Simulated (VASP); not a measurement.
# NaH (Cmcm) in VASP: a series of runs, part 2 of 2

VASP 6.6.1. The steps go on from the part before.

## (4) Relaxation of cell and atoms, PBE

INCAR reads:

```
PREC     = Accurate       # precision mode
ENCUT    = 600            # plane-wave cutoff, eV
EDIFF    = 1E-6           # SCF threshold, eV
ISMEAR   = 0              # smearing method
SIGMA    = 0.02           # smearing width, eV
LREAL    = F              # projectors in reciprocal space
LASPH    = T              # aspherical terms in the spheres
NELM     = 100            # most SCF steps
ALGO     = Normal         # electronic algorithm
ISIF     = 3              # what is computed and relaxed
LWAVE    = F              # write WAVECAR
LCHARG   = F              # write CHGCAR
GGA      = PE             # functional
IBRION   = 2              # ionic algorithm
NSW      = 100            # ionic steps
EDIFFG   = -0.01          # ionic threshold
```

KPOINTS reads:

```
Automatic mesh
0
Gamma
  8 8 8
```

POSCAR reads:

```
NaH
1.0
    1.6306639000     -5.7962887000      0.0000000000
    1.6306639000      5.7962887000      0.0000000000
    0.0000000000      0.0000000000      3.3538828000
Na H
2 2
Direct
    0.8552090000      0.1447910000      0.7500000000
    0.1447910000      0.8552090000      0.2500000000
    0.6438850000      0.3561150000      0.7500000000
    0.3561150000      0.6438850000      0.2500000000
```

Potentials or basis: VASP PAW PBE potentials, release 64 (Na_pv, H).

Command:

```
$ cat potpaw_PBE.64/Na_pv/POTCAR potpaw_PBE.64/H/POTCAR > POTCAR
$ mpirun -np 1 vasp_std > vasp.out
```

OUTCAR:

```text
PREC = Accurate
   ENCUT = 600
   EDIFF = 1E-6
   ISMEAR = 0
   LREAL = F
   LASPH = T
   NELM = 100
   ISIF = 3
   GGA = PE
   IBRION = 2
   NSW = 100
   EDIFFG = -0.01

 ion  position               nearest neighbor table
   1  0.855  0.145  0.750-
   2  0.145  0.855  0.250-
   3  0.644  0.356  0.750-
   4  0.356  0.644  0.250-

  LATTYP: Found a base centered orthorhombic cell.
 ALAT       =     3.2613278000
 B/A-ratio  =     3.5545575639
 C/A-ratio  =     1.0283795453

  Lattice vectors:

 A1 = (   1.6306639000,  -5.7962887000,   0.0000000000)
 A2 = (   1.6306639000,   5.7962887000,   0.0000000000)
 A3 = (   0.0000000000,   0.0000000000,   3.3538828000)

Analysis of symmetry for initial positions (statically):
=====================================================================
 Subroutine PRICEL returns:
 Original cell was already a primitive cell.

 Routine SETGRP: Setting up the symmetry group for a
 base centered orthorhombic supercell.

 Subroutine GETGRP returns: Found  8 space group operations
 (whereof  4 operations were pure point group operations)
 out of a pool of  8 trial point group operations.

The static configuration has the point symmetry C_2h.
 The point group associated with its full space group is D_2h.

Analysis of symmetry for dynamics (positions and initial velocities):
=====================================================================
 Subroutine PRICEL returns:
 Original cell was already a primitive cell.

 Routine SETGRP: Setting up the symmetry group for a
 base centered orthorhombic supercell.

 Subroutine GETGRP returns: Found  8 space group operations
 (whereof  4 operations were pure point group operations)
 out of a pool of  8 trial point group operations.

The dynamic configuration has the point symmetry C_2h.
 The point group associated with its full space group is D_2h.

[... 132 lines left out ...]
   LRPA    =     F    only Hartree local field effects (RPA)
 conjugate gradient relaxation of ions
 non-spin polarized calculation
 Gauss-broadening in eV      SIGMA  =   0.02
  energy-cutoff  :      600.00
  volume of cell :       63.40
 maximum number of plane-waves:      2140
   NGX = 25   NGY = 25   NGZ = 13

 number of electron      16.0000005 magnetization

 Free energy of the ion-electron system (eV)
  ---------------------------------------------------
  ext. energy  EPLUGINS =         0.00000000
  ---------------------------------------------------
  free energy    TOTEN  =        -9.92424858 eV

  energy without entropy =       -9.92424858  energy(sigma->0) =       -9.92424858

 E-fermi :  -1.1617     XC(G=0):  -7.2709

 val. band max:       -1.2726142766   @ k =   0.5000  -0.0000   0.5000
 cond. band min:       1.7751690902   @ k =   0.0000   0.0000   0.0000
 fundamental gap:      3.0477833668
 Fermi energy:        -1.1616796566

 k-point     1 :       0.0000    0.0000    0.0000
  band No.  band energies     occupation
      1     -23.7890      2.00000
      2     -23.7267      2.00000
      3     -23.6711      2.00000
      4     -23.6664      2.00000
      5     -23.6521      2.00000
      6     -23.6519      2.00000
      7      -4.7756      2.00000
      8      -2.2855      2.00000
      9       1.7752      0.00000
     10       7.6857      0.00000
     11       9.2125      0.00000
     12       9.9606      0.00000
[... 331 lines left out ...]
 k-point    24 :       0.2500   -0.0000    0.1250
  band No.  band energies     occupation
      1     -23.7761      2.00000
      2     -23.7375      2.00000
      3     -23.6965      2.00000
      4     -23.6903      2.00000
      5     -23.6717      2.00000
      6     -23.6593      2.00000
      7      -3.8026      2.00000
      8      -1.8684      2.00000
      9       2.8395      0.00000
     10       5.1634      0.00000
     11       6.1114      0.00000
     12       7.8143      0.00000

 [... further k-points ...]

------------------------ aborting loop because EDIFF is reached ----------------------------------------

  FORCE on cell =-STRESS in cart. coord.  units (eV):
  Direction    XX          YY          ZZ          XY          YZ          ZX
  --------------------------------------------------------------------------------------
  -------------------------------------------------------------------------------------
  Total        0.0015164      0.0122677     -0.0000438      0.0000000      0.0000000      0.0000000
  in kB        0.0383206      0.3100134     -0.0011075      0.0000000      0.0000000      0.0000000
  external PRESSURE =       0.1157422 kB  Pullay stress =       0.0000000 kB

 VOLUME and BASIS-vectors are now :
 -----------------------------------------------------------------------------
  energy-cutoff  :      600.00
  volume of cell :       63.40
      direct lattice vectors                 reciprocal lattice vectors
     1.630663900 -5.796288700  0.000000000     0.306623578 -0.086262094  0.000000000
     1.630663900  5.796288700  0.000000000     0.306623578  0.086262094  0.000000000
     0.000000000  0.000000000  3.353882800     0.000000000  0.000000000  0.298161880

 POSITION                                       TOTAL-FORCE (eV/Angst)
 -----------------------------------------------------------------------------------
      1.63066     -4.11779      2.51541         0.000000      0.005380      0.000000
      1.63066      4.11779      0.83847         0.000000     -0.005380     -0.000000
      1.63066     -1.66800      2.51541         0.000000      0.006391      0.000000
      1.63066      1.66800      0.83847         0.000000     -0.006391     -0.000000
 -----------------------------------------------------------------------------------
    total drift:                                0.000000     -0.000000      0.000000

  FREE ENERGIE OF THE ION-ELECTRON SYSTEM (eV)
  ---------------------------------------------------
  free  energy   TOTEN  =        -9.9242485824 eV

  energy  without entropy=       -9.9242485824  energy(sigma->0) =       -9.92424858

 reached required accuracy - stopping structural energy minimisation
```

CONTCAR:

```text
NaH
   1.00000000000000
     1.6306639000000001   -5.7962886999999998    0.0000000000000000
     1.6306639000000001    5.7962886999999998    0.0000000000000000
     0.0000000000000000    0.0000000000000000    3.3538828000000001
  Na              H
     2     2
Direct
     0.8552090000000021    0.1447909999999979    0.7500000000000000
     0.1447909999999979    0.8552090000000021    0.2500000000000000
     0.6438849999999974    0.3561150000000026    0.7500000000000000
     0.3561150000000026    0.6438849999999974    0.2500000000000000

  0.00000000E+00  0.00000000E+00  0.00000000E+00
  0.00000000E+00  0.00000000E+00  0.00000000E+00
  0.00000000E+00  0.00000000E+00  0.00000000E+00
  0.00000000E+00  0.00000000E+00  0.00000000E+00
```

It took 46 s on 1 thread of Intel Xeon 6975P-C (Granite Rapids), shared host; peak memory 0.27 GiB.

Results:

| Property | Result |
| --- | --- |
| Free energy | -9.9242 eV |
| Pressure after relaxing | 0.0 GPa |
| Largest force after relaxing | 0.006 eV/Å |
| Band gap on the k mesh | 3.05 eV (least direct gap 4.03 eV) |

Forces on the atoms (eV/Å):
```
Na   0.000  0.005  0.000
Na   0.000 -0.005  0.000
H    0.000  0.006  0.000
H    0.000 -0.006  0.000
```

Final structure:
```xyz
4
Lattice="1.6307 -5.7963 0.0000 1.6307 5.7963 0.0000 0.0000 0.0000 3.3539" Properties=species:S:1:pos:R:3 pbc="T T T"
Na    1.6307   -4.1178    2.5154
Na    1.6307    4.1178    0.8385
H     1.6307   -1.6680    2.5154
H     1.6307    1.6680    0.8385
```

Caveat: the relaxation stopped at its first step, so nothing moved.
